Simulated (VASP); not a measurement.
A run of VASP 6.6.1 is set up as follows.

The input INCAR:

```
ALGO = Normal
EDIFF = 1E-6
ENCUT = 520
GGA = PE
ISIF = 2
ISMEAR = 0
LASPH = True
LCHARG = True
LELF = True
LREAL = False
LVHAR = True
LWAVE = False
NBANDS = 25
NELM = 80
PREC = Accurate
SIGMA = 0.1
```

The input KPOINTS:

```
k-points
0
Gamma
  6 6 6
```

The input POSCAR:

```
BaBCl3
1.0
    6.2711806989      0.0000000000      0.0000000000
   -3.1355903494      5.4310017969      0.0000000000
    0.0000000000      0.0000000000      6.3519505943
Ba B Cl
1 1 3
Direct
    0.0000000000      0.0000000000      0.5000000000
    0.0000000000      0.0000000000      0.0000000000
    0.5000000000      0.0000000000      0.5000000000
    0.0000000000      0.5000000000      0.5000000000
    0.5000000000      0.5000000000      0.5000000000
```

Potentials or basis: VASP PAW PBE potentials, release 64 (Ba_sv, B, Cl).

Launch:

```bash
$ cat potpaw_PBE.64/Ba_sv/POTCAR potpaw_PBE.64/B/POTCAR potpaw_PBE.64/Cl/POTCAR > POTCAR
$ mpirun -np 1 vasp_std > vasp.out
```

Q: What does it give for the pressure?

A: 0.2 GPa.

Q: Predict the band gap on the k mesh.

A: Zero (band 17 reaches -1.03 eV, above the bottom of band 18 at -1.63 eV).

Stress tensor (GPa, compression positive):
```
0.29 0.00 0.00
0.00 0.29 0.00
0.00 0.00 0.01
```

Caveat: spin-orbit coupling is left out, which moves the levels of the heavy elements.
